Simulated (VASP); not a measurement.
Here is a VASP 6.6.1 calculation.

INCAR

```
SYSTEM = TiO2
  ALGO = Normal
  EDIFF = 1E-7
  ENCUT = 520
  GGA = PE
  ISIF = 2
  ISMEAR = 0
  LASPH = .TRUE.
  LCHARG = .FALSE.
  LREAL = .FALSE.
  LWAVE = .FALSE.
  NBANDS = 33
  NELM = 80
  PREC = Accurate
  SIGMA = 0.02
```

File KPOINTS:

```
k-points
0
G
  6 6 10
  0 0 0
```

File POSCAR:

```
TiO2
1.0
    4.4142249127      0.0000000000      0.0000000000
    0.0000000000      4.4142249127      0.0000000000
    0.0000000000      0.0000000000      2.8859146534
Ti O
2 4
Direct
    0.0000000000      0.0000000000      0.0000000000
    0.5000000000      0.5000000000      0.5000000000
    0.3017903984      0.3017903984      0.0000000000
    0.1982096016      0.8017903984      0.5000000000
    0.6982096016      0.6982096016      0.0000000000
    0.8017903984      0.1982096016      0.5000000000
```

Potentials or basis: VASP PAW PBE potentials, release 64 (Ti_sv, O).

Launch:

```sh
$ cat potpaw_PBE.64/Ti_sv/POTCAR potpaw_PBE.64/O/POTCAR > POTCAR
$ mpirun -np 1 vasp_std > vasp.out
```

Problem. What does it give for the pressure?

Solution. 36.5 GPa.

Problem. What does it give for the largest force?

Solution. 0.013 eV/Å.

Problem. What does it give for the band gap on the k mesh?

Solution. 1.99 eV.

Forces on the atoms (eV/Å):
```
Ti   0.000  0.000  0.000
Ti   0.000  0.000  0.000
O   -0.009 -0.009  0.000
O    0.009 -0.009  0.000
O    0.009  0.009  0.000
O   -0.009  0.009  0.000
```

Caveat: the cell stands under pressure. A k mesh can miss the band edges.
